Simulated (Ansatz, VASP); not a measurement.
## One calculation of CsI, two programs

File INCAR:

```
PREC = Accurate
ENCUT = 500
EDIFF = 1E-6
ISMEAR = 0
SIGMA = 0.01
LREAL = False
LASPH = True
NELM = 120
ALGO = Normal
ISIF = 2
LWAVE = False
LCHARG = False
NBANDS = 15
GGA_COMPAT = False
```

File KPOINTS:

```
regular mesh
0
Gamma
  6 6 6
```

File POSCAR:

```
CsI
1.0
    4.4237145612      0.0000000000      0.0000000000
    0.0000000000      4.4237145612      0.0000000000
    0.0000000000      0.0000000000      4.4237145612
Cs I
1 1
Direct
    0.0000000000      0.0000000000      0.0000000000
    0.5000000000      0.5000000000      0.5000000000
```

Input for Ansatz:

```yaml
crystal:
  lattice:
    - [4.4237145612, 0.0, 0.0]
    - [0.0, 4.4237145612, 0.0]
    - [0.0, 0.0, 4.4237145612]
  atoms:
    - { symbol: Cs, position: [0.0, 0.0, 0.0] }
    - { symbol: I, position: [0.5, 0.5, 0.5] }
kpoints:
  mp_grid: { grid: [6, 6, 6] }
scf:
  occupations: { method: fixed }
  convergence: { dr2_threshold: 1.0e-10 }
hamiltonian:
  xc: lda
  pseudopotentials: { kind: all_electron, lapw: { basis_error: 0.0005 } }
output:
  forces: true
  stress: true
  eigenstates:
    kpoints:
      - [0.0, 0.0, 0.0]
      - [0.0, 0.5, 0.5]
      - [0.5, 0.0, 0.5]
      - [0.5, 0.5, 0.0]
      - [-0.5, -0.5, -0.5]
      - [0.0, -0.5, 0.0]
      - [0.0, 0.0, -0.5]
      - [-0.5, 0.0, 0.0]
  eigenvalues: true
```

Alike in both runs: task single point; functional LDA; k mesh 6 × 6 × 6; no spin polarisation.

|  | VASP | Ansatz |
| --- | --- | --- |
| version | VASP 6.6.1 | Ansatz 0.2.0 |
| potentials or method | VASP PAW LDA potentials, release 64 (Cs_sv, I), cutoff 500 eV | all-electron LAPW, scalar-relativistic |
| occupations | gaussian, width 0.01 eV | fixed |

|  | VASP | Ansatz | Ansatz less VASP |
| --- | --- | --- | --- |
| gap on the k mesh at the Fermi level (eV) | 3.80 | 3.83 | +0.033 |
| pressure (GPa) | -0.2 | -0.2 | -0.07 |

LDA's correlation is that of Perdew and Zunger in VASP and of Perdew and Wang (1992) in Ansatz. Ansatz ran all-electron here, and VASP with PAW potentials.

Spin-orbit coupling is off throughout.
